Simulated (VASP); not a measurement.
# SrO (F-43m) in VASP: a series of runs, part 2 of 2

VASP 6.6.1. The steps go on from the part before.

### Step 4. Single point, PBE

This run uses another cell than the first one, of 22.10 Å³/atom, 1.064 times its volume.

INCAR reads:

```
SYSTEM = SrO
  PREC = Accurate
  ENCUT = 520
  EDIFF = 1E-6
  ISMEAR = 0
  SIGMA = 0.01
  LREAL = .FALSE.
  LASPH = .TRUE.
  NELM = 80
  ALGO = Normal
  ISIF = 2
  LWAVE = .FALSE.
  LCHARG = .FALSE.
  GGA = PE
  NBANDS = 15
```

KPOINTS reads:

```
Automatic mesh
0
G
  6 6 6
  0 0 0
```

POSCAR reads:

```
SrO
1.0
    0.0000000000      2.8063986452      2.8063986452
    2.8063986452      0.0000000000      2.8063986452
    2.8063986452      2.8063986452      0.0000000000
Sr O
1 1
Direct
    0.0000000000      0.0000000000      0.0000000000
    0.2500000000      0.2500000000      0.2500000000
```

Potentials or basis: VASP PAW PBE potentials, release 64 (Sr_sv, O).

The run is started by

```
cat potpaw_PBE.64/Sr_sv/POTCAR potpaw_PBE.64/O/POTCAR > POTCAR
mpirun -np 1 vasp_std > vasp.out
```

OUTCAR:

```text
SYSTEM = SrO
   PREC = Accurate
   ENCUT = 520
   EDIFF = 1E-6
   ISMEAR = 0
   LREAL = .FALSE.
   LASPH = .TRUE.
   NELM = 80
   ISIF = 2
   GGA = PE

 ion  position               nearest neighbor table
   1  0.000  0.000  0.000-   2 2.43   2 2.43   2 2.43   2 2.43
   2  0.250  0.250  0.250-   1 2.43   1 2.43   1 2.43   1 2.43

  LATTYP: Found a face centered cubic cell.
 ALAT       =     5.6127972904

  Lattice vectors:

 A1 = (   0.0000000000,   2.8063986452,   2.8063986452)
 A2 = (   2.8063986452,   0.0000000000,   2.8063986452)
 A3 = (   2.8063986452,   2.8063986452,   0.0000000000)

Analysis of symmetry for initial positions (statically):
=====================================================================
 Subroutine PRICEL returns:
 Original cell was already a primitive cell.

 Routine SETGRP: Setting up the symmetry group for a
 face centered cubic supercell.

 Subroutine GETGRP returns: Found 24 space group operations
 (whereof 24 operations were pure point group operations)
 out of a pool of 48 trial point group operations.

The static configuration has the point symmetry T_d .

Analysis of symmetry for dynamics (positions and initial velocities):
=====================================================================
 Subroutine PRICEL returns:
 Original cell was already a primitive cell.

 Routine SETGRP: Setting up the symmetry group for a
 face centered cubic supercell.

 Subroutine GETGRP returns: Found 24 space group operations
 (whereof 24 operations were pure point group operations)
 out of a pool of 48 trial point group operations.

The dynamic configuration has the point symmetry T_d .

 Subroutine INISYM returns: Found 24 space group operations
 (whereof 24 operations are pure point group operations),
 and found     1 'primitive' translations

----------------------------------------------------------------------------------------

                                     Primitive cell

  volume of cell :      44.2057

[... 109 lines left out ...]
   LRPA    =     F    only Hartree local field effects (RPA)
 non-spin polarized calculation
 Gauss-broadening in eV      SIGMA  =   0.01
  energy-cutoff  :      520.00
  volume of cell :       44.21
 maximum number of plane-waves:      1243
 NGX is ok and might be reduce to    30
   NGX = 15   NGY = 15   NGZ = 15

 number of electron      16.0000004 magnetization

 Free energy of the ion-electron system (eV)
  ---------------------------------------------------
  ext. energy  EPLUGINS =         0.00000000
  ---------------------------------------------------
  free energy    TOTEN  =       -11.76554793 eV

  energy without entropy =      -11.76554793  energy(sigma->0) =      -11.76554793

 E-fermi :   0.2979     XC(G=0):  -8.5618

 val. band max:        0.2245849653   @ k =  -0.3333   0.5000   0.1667
 cond. band min:       2.7115862857   @ k =   0.0000   0.0000   0.0000
 fundamental gap:      2.4870013204
 Fermi energy:         0.2979080895

 k-point     1 :       0.0000    0.0000    0.0000
  band No.  band energies     occupation
      1     -32.0396      2.00000
      2     -14.5273      2.00000
      3     -13.9336      2.00000
      4     -13.9336      2.00000
      5     -13.9336      2.00000
      6      -0.5887      2.00000
      7      -0.5887      2.00000
      8      -0.5887      2.00000
      9       2.7116      0.00000
     10       8.2142      0.00000
     11       8.2142      0.00000
     12       9.5170      0.00000
     13       9.5170      0.00000
     14       9.5170      0.00000
[... 257 lines left out ...]
      2     -15.9526      2.00000
      3     -14.2421      2.00000
      4     -14.1525      2.00000
      5     -12.5108      2.00000
      6      -0.7986      2.00000
      7      -0.1034      2.00000
      8       0.2246      2.00000
      9       4.7724      0.00000
     10       5.8924      0.00000
     11       8.8702      0.00000
     12       9.7686      0.00000
     13      10.8533      0.00000
     14      11.8533      0.00000
     15      12.4904      0.00000

------------------------ aborting loop because EDIFF is reached ----------------------------------------

  FORCE on cell =-STRESS in cart. coord.  units (eV):
  Direction    XX          YY          ZZ          XY          YZ          ZX
  --------------------------------------------------------------------------------------
  -------------------------------------------------------------------------------------
  Total        0.1257385      0.1257385      0.1257385      0.0000000      0.0000000     -0.0000000
  in kB        4.5572291      4.5572291      4.5572291      0.0000000      0.0000000     -0.0000000
  external PRESSURE =       4.5572291 kB  Pullay stress =       0.0000000 kB

 VOLUME and BASIS-vectors are now :
 -----------------------------------------------------------------------------
  energy-cutoff  :      520.00
  volume of cell :       44.21
      direct lattice vectors                 reciprocal lattice vectors
     0.000000000  2.806398645  2.806398645    -0.178164282  0.178164282  0.178164282
     2.806398645  0.000000000  2.806398645     0.178164282 -0.178164282  0.178164282
     2.806398645  2.806398645  0.000000000     0.178164282  0.178164282 -0.178164282

 POSITION                                       TOTAL-FORCE (eV/Angst)
 -----------------------------------------------------------------------------------
      0.00000      0.00000      0.00000        -0.000000     -0.000000     -0.000000
      1.40320      1.40320      1.40320         0.000000      0.000000      0.000000
 -----------------------------------------------------------------------------------
    total drift:                                0.000000      0.000000     -0.000000

  FREE ENERGIE OF THE ION-ELECTRON SYSTEM (eV)
  ---------------------------------------------------
  free  energy   TOTEN  =       -11.7655479291 eV

  energy  without entropy=      -11.7655479291  energy(sigma->0) =      -11.76554793
```

It took 7.7 s on 1 thread of AMD EPYC 9R14 (Zen 4), shared host; peak memory 0.14 GiB.

What came out:

```yaml
Free_energy: -11.7655 eV
Pressure: 0.5 GPa
Band_gap_on_the_k_mesh: 2.49 eV, indirect (least direct gap 3.30 eV)
```

A k mesh can miss the band edges. Expect the measured gap to be larger: semilocal functionals such as PBE lack the derivative discontinuity.

### Step 5. The runs side by side

| cell | gap on the mesh (eV) | pressure (GPa) |
| --- | --- | --- |
| a = 3.888 Å, angles 60.0°, 2 atoms | 2.65 | 4.9 |
| a = 3.929 Å, angles 60.0°, 2 atoms | 2.57 | 2.5 |
| a = 3.969 Å, angles 60.0°, 2 atoms | 2.49 | 0.5 |

Alike in all rows: task single point; level PBE; potentials or basis VASP PAW PBE potentials, release 64 (Sr_sv, O); no spin polarisation; k mesh 6 × 6 × 6; cutoff (eV) 520; smearing gaussian 0.01 eV.

Absolute energies hang on the potentials; compare differences alone.
